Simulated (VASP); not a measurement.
# As (R-3m) in VASP: a series of runs, part 2 of 2

VASP 6.6.1.

## 4. Relaxation of cell and atoms, PBE+D3(BJ)

Contents of INCAR:

```
SYSTEM = As
PREC     = Accurate       ! precision mode
ENCUT    = 600            ! plane-wave cutoff, eV
EDIFF    = 1E-6           ! SCF threshold, eV
ISMEAR   = 0              ! smearing method
SIGMA    = 0.1            ! smearing width, eV
LREAL    = .False.        ! projectors in reciprocal space
LASPH    = .True.         ! aspherical terms in the spheres
NELM     = 60             ! most SCF steps
ALGO     = Normal         ! electronic algorithm
ISIF     = 3              ! what is computed and relaxed
LWAVE    = .False.        ! write WAVECAR
LCHARG   = .False.        ! write CHGCAR
GGA      = PE             ! functional
IVDW     = 12             ! dispersion correction
IBRION   = 2              ! ionic algorithm
NSW      = 100            ! ionic steps
EDIFFG   = -0.002         ! ionic threshold
```

Contents of KPOINTS:

```
regular mesh
0
Gamma
  15 15 15
  0 0 0
```

Contents of POSCAR:

```
As
1.0
    1.8797500000      1.0852741700      3.4857666700
   -1.8797500000      1.0852741700      3.4857666700
    0.0000000000     -2.1705483400      3.4857666700
As
2
Direct
    0.2275400000      0.2275400000      0.2275400000
    0.7724600000      0.7724600000      0.7724600000
```

Potentials or basis: VASP PAW PBE potentials, release 64 (As).

Started as:

```bash
$ cat potpaw_PBE.64/As/POTCAR > POTCAR
$ mpirun -np 1 vasp_std > vasp.out
```

OUTCAR:

```text
SYSTEM = As
   PREC = Accurate
   ENCUT = 600
   EDIFF = 1E-6
   ISMEAR = 0
   LREAL = .False.
   LASPH = .True.
   NELM = 60
   ISIF = 3
   GGA = PE
   IVDW = 12
   IBRION = 2
   NSW = 100
   EDIFFG = -0.002
 IVDW          = 12

 ion  position               nearest neighbor table
   1  0.228  0.228  0.228-   2 2.52   2 2.52   2 2.52
   2  0.772  0.772  0.772-   1 2.52   1 2.52   1 2.52

  LATTYP: Found a trigonal (rhomboedric) cell.
 ALAT       =     4.1063182249
 COS(alpha) =     0.5808929386

  Lattice vectors:

 A1 = (   1.8797500000,   1.0852741700,   3.4857666700)
 A2 = (  -1.8797500000,   1.0852741700,   3.4857666700)
 A3 = (   0.0000000000,  -2.1705483400,   3.4857666700)

Analysis of symmetry for initial positions (statically):
=====================================================================
 Subroutine PRICEL returns:
 Original cell was already a primitive cell.

 Routine SETGRP: Setting up the symmetry group for a
 trigonal (rhombohedral) supercell.

 Subroutine GETGRP returns: Found 12 space group operations
 (whereof 12 operations were pure point group operations)
 out of a pool of 12 trial point group operations.

The static configuration has the point symmetry D_3d.

Analysis of symmetry for dynamics (positions and initial velocities):
=====================================================================
 Subroutine PRICEL returns:
 Original cell was already a primitive cell.

 Routine SETGRP: Setting up the symmetry group for a
 trigonal (rhombohedral) supercell.

 Subroutine GETGRP returns: Found 12 space group operations
 (whereof 12 operations were pure point group operations)
 out of a pool of 12 trial point group operations.

The dynamic configuration has the point symmetry D_3d.

 Subroutine INISYM returns: Found 12 space group operations
 (whereof 12 operations are pure point group operations),
 and found     1 'primitive' translations

----------------------------------------------------------------------------------------

                                     Primitive cell

[... 120 lines left out ...]
   LRPA    =     F    only Hartree local field effects (RPA)
 conjugate gradient relaxation of ions
 non-spin polarized calculation
 Gauss-broadening in eV      SIGMA  =   0.10
  energy-cutoff  :      600.00
  volume of cell :       42.67
 maximum number of plane-waves:      1443
 NGX is ok and might be reduce to    36
   NGX = 17   NGY = 17   NGZ = 17

--------------------------------------- Ionic step        1  -------------------------------------------

 number of electron      10.0000000 magnetization

 Free energy of the ion-electron system (eV)
  ---------------------------------------------------
  ext. energy  EPLUGINS =         0.00000000
  ---------------------------------------------------
  free energy    TOTEN  =        -9.31574988 eV

  energy without entropy =       -9.31504939  energy(sigma->0) =       -9.31539964

------------------------ aborting loop because EDIFF is reached ----------------------------------------

 Edisp (eV)   -0.84750

 E8    (eV) :    -0.3590
[... 71 lines left out ...]
--------------------------------------- Ionic step        3  -------------------------------------------

 number of electron      10.0000000 magnetization

 E-fermi :   5.4831     XC(G=0):  -9.9773

 val. band max:        5.4481119902   @ k =   0.3333   0.2000   0.2000
 cond. band min:       5.4834560075   @ k =   0.4000   0.2000   0.2000
 fundamental gap:      0.0353440173
 Fermi energy:         5.4830539131

 k-point     1 :       0.0000    0.0000    0.0000
  band No.  band energies     occupation
      1      -9.5154      2.00000
      2      -0.3730      2.00000
      3       2.9333      2.00000
      4       3.4707      2.00000
      5       3.4707      2.00000
      6       7.3125      0.00000
      7       8.4164      0.00000
      8       8.4164      0.00000
      9      12.1668      0.00000
[... 309 lines left out ...]
  FREE ENERGIE OF THE ION-ELECTRON SYSTEM (eV)
  ---------------------------------------------------
  free  energy   TOTEN  =       -10.1676431520 eV

  energy  without entropy=      -10.1670233611  energy(sigma->0) =      -10.16733326

[... ionic steps 4 to 16 ...]

--------------------------------------- Ionic step       17  -------------------------------------------

 number of electron      10.0000000 magnetization

------------------------ aborting loop because EDIFF is reached ----------------------------------------
[... 75 lines left out ...]
--------------------------------------- Ionic step       19  -------------------------------------------

 number of electron      10.0000000 magnetization

 Free energy of the ion-electron system (eV)
  ---------------------------------------------------
  ext. energy  EPLUGINS =         0.00000000
  ---------------------------------------------------
  free energy    TOTEN  =        -9.30978038 eV

  energy without entropy =       -9.30918238  energy(sigma->0) =       -9.30948138

 E-fermi :   5.7515     XC(G=0): -10.1256

 val. band max:        5.7068577226   @ k =   0.3333   0.1333   0.1333
 cond. band min:       5.7556269591   @ k =   0.4000   0.2667   0.2667
 fundamental gap:      0.0487692365
 Fermi energy:         5.7515040825

 k-point     1 :       0.0000    0.0000    0.0000
  band No.  band energies     occupation
      1      -9.3760      2.00000
      2       0.1540      2.00000
      3       3.3542      2.00000
      4       3.6618      2.00000
      5       3.6618      2.00000
      6       7.8792      0.00000
      7       8.8709      0.00000
      8       8.8709      0.00000
      9      12.2100      0.00000
[... 309 lines left out ...]
  FREE ENERGIE OF THE ION-ELECTRON SYSTEM (eV)
  ---------------------------------------------------
  free  energy   TOTEN  =       -10.1751527139 eV

  energy  without entropy=      -10.1745547127  energy(sigma->0) =      -10.17485371

 reached required accuracy - stopping structural energy minimisation
```

Run time: 30 min. Hardware: 1 thread of AMD EPYC 7R43 (Zen 3), shared host; peak memory 0.3 GiB.

What came out:

* Free energy: -10.1752 eV
* Relaxed volume: 20.91 Å³/atom
* Relaxed cell: a = 4.014 Å, b = 4.014 Å, c = 4.014 Å, α = 56.31°, β = 56.31°, γ = 56.31°
* Space group after relaxing (to 0.1 Å): R-3m (No. 166)
* Energy gained by relaxing: 5.9 meV/atom
* Ionic steps: 19
* Pressure after relaxing: 0.0 GPa
* Band gap on the k mesh: zero (bands 5 and 6 overlap by 0.13 eV)
* Dispersion energy per atom: -0.433 eV

Step by step:
| step | energy change (eV) | largest force (eV/Å) | pressure (GPa) | volume (Å³) |
| --- | --- | --- | --- | --- |
| 1 | 0.0000 | 0.2785 | 0.67 | 42.67 |
| 2 | -0.0041 | 0.0120 | -1.12 | 43.22 |
| 3 | -0.0044 | 0.0494 | -0.74 | 43.10 |
| 4 | -0.0078 | 0.0245 | -0.49 | 42.69 |
| 5 | -0.0113 | 0.0206 | 0.11 | 41.89 |
| 6 | -0.0114 | 0.0289 | 0.24 | 41.73 |
| 7 | -0.0118 | 0.0293 | -0.13 | 41.83 |
| 8 | -0.0118 | 0.0294 | -0.07 | 41.81 |
| 9 | -0.0119 | 0.0123 | 0.12 | 41.75 |
| 10 | -0.0119 | 0.0050 | 0.05 | 41.77 |
| 11 | -0.0119 | 0.0019 | -0.01 | 41.81 |
| 12 | -0.0119 | 0.0019 | -0.01 | 41.81 |
| 13 | -0.0119 | 0.0006 | 0.02 | 41.82 |
| 14 | -0.0119 | 0.0071 | 0.03 | 41.83 |
| 15 | -0.0119 | 0.0036 | 0.01 | 41.82 |
| 16 | -0.0119 | 0.0030 | 0.01 | 41.82 |
| 17 | -0.0119 | 0.0013 | -0.01 | 41.84 |
| 18 | -0.0119 | 0.0006 | -0.02 | 41.83 |
| 19 | -0.0119 | 0.0017 | 0.00 | 41.83 |

Final structure:
```
As
1.0
     1.89399    1.09350    3.36583
    -1.89399    1.09350    3.36583
     0.00000   -2.18699    3.36583
As
2
Direct
  0.23062 0.23062 0.23062
  0.76938 0.76938 0.76938
```

## 5. The runs side by side

| task | cell | k mesh | cutoff (eV) | gap on the mesh (eV) | pressure (GPa) | largest force (eV/Å) |
| --- | --- | --- | --- | --- | --- | --- |
| single point | a = 4.106 Å, angles 54.5°, 2 atoms, atomic positions A | 6 × 6 × 6 | 520 | none | 0.5 | 0.16 |
| single point | a = 4.016 Å, angles 56.2°, 2 atoms, atomic positions B | 15 × 15 × 15 | 520 | none | 0.3 | 0.05 |
| relaxation of cell and atoms | relaxed from a = 4.106 Å, angles 54.5°, 2 atoms, atomic positions A | 15 × 15 × 15 | 600 | none | 0.0 | - |

Alike in all rows: level PBE+D3(BJ); potentials or basis VASP PAW PBE potentials, release 64 (As); no spin polarisation; smearing gaussian 0.1 eV.

Absolute energies hang on the potentials; compare differences alone.
